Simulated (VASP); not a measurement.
Here is a VASP 6.6.1 calculation.

The input INCAR:

```
ALGO     = Normal         # electronic algorithm
EDIFF    = 1E-6           # SCF threshold, eV
ENCUT    = 500            # plane-wave cutoff, eV
GGA      = PE             # functional
GGA_COMPAT= False        
ISIF     = 2              # what is computed and relaxed
ISMEAR   = 0              # smearing method
LASPH    = True           # aspherical terms in the spheres
LCHARG   = True           # write CHGCAR
LELF     = True           # ELF
LREAL    = False          # projectors in reciprocal space
LVHAR    = True         
LWAVE    = False          # write WAVECAR
NBANDS   = 14             # bands
NELM     = 120            # most SCF steps
PREC     = Accurate       # precision mode
SIGMA    = 0.018000000000000002 # smearing width, eV
```

The input KPOINTS:

```
k-points
0
Gamma
  8 8 8
```

File POSCAR:

```
TiAl
1.0
    3.1790640000      0.0000000000      0.0000000000
    0.0000000000      3.1790640000      0.0000000000
    0.0000000000      0.0000000000      3.1790640000
Ti Al
1 1
Direct
    0.0000000000      0.0000000000      0.0000000000
    0.5000000000      0.5000000000      0.5000000000
```

Potentials or basis: VASP PAW PBE potentials, release 64 (Ti_sv, Al).

The run is started by

```console
$ cat potpaw_PBE.64/Ti_sv/POTCAR potpaw_PBE.64/Al/POTCAR > POTCAR
$ mpirun -np 1 vasp_std > vasp.out
```

Task: Estimate the pressure.

Result: 0.6 GPa.
